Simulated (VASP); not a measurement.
Wanted: the native input for a VASP 6.6.1 run.

- Task: single point
- Functional: PBE
- Potentials or basis: VASP PAW PBE potentials, release 64 (Be, Cd_sv_GW, F)
- Cutoff: 600 eV
- k mesh: 12 × 12 × 8
- Occupations: gaussian, width 0.1 eV
- Spin: no spin polarisation
- Dipole correction: no
- Further INCAR settings: ALGO = Normal; EDIFF = 1e-06; NBANDS = 29

The structure of Be3CdF2 lies in POSCAR:

```
Be3CdF2
1.0
    4.2560073118      0.0000000000      0.0000000000
   -2.1280036559      3.6858104508      0.0000000000
    0.0000000000      0.0000000000      4.7826282565
Be Cd F
3 1 2
Direct
    0.5000000000      0.0000000000      0.5000000000
    0.5000000000      0.5000000000      0.5000000000
    0.0000000000      0.5000000000      0.5000000000
    0.0000000000      0.0000000000      0.0000000000
    0.3333333333      0.6666666667      0.0000000000
    0.6666666667      0.3333333333      0.0000000000
```

The cell was generated, and may not be a known phase.

These files were run (other wordings do the same):

INCAR

```
SYSTEM = Be3CdF2
  PREC = Accurate
  ENCUT = 600
  EDIFF = 1E-6
  ISMEAR = 0
  SIGMA = 0.1
  LREAL = .False.
  LASPH = .True.
  NELM = 120
  ALGO = Normal
  ISIF = 2
  LWAVE = .False.
  LCHARG = .True.
  GGA = PE
  LELF = .True.
  LVHAR = .True.
  NBANDS = 29
  GGA_COMPAT = .False.
```

KPOINTS

```
Automatic mesh
0
Gamma
  12 12 8
  0 0 0
```

Potentials or basis: VASP PAW PBE potentials, release 64 (Be, Cd_sv_GW, F).

The run is started by

```bash
$ cat potpaw_PBE.64/Be/POTCAR potpaw_PBE.64/Cd_sv_GW/POTCAR potpaw_PBE.64/F/POTCAR > POTCAR
$ mpirun -np 1 vasp_std > vasp.out
```

Results of the run:

| Item | Value |
| --- | --- |
| Pressure | -0.4 GPa |
| Band gap on the k mesh | zero (bands 20 and 21 overlap by 1.71 eV) |

Wall time 4.1 min on 1 thread of Intel(R) Xeon(R) Platinum 8259CL CPU @ 2.50GHz (Skylake/Cascade Lake), on a shared host, peak memory 0.42 GiB.
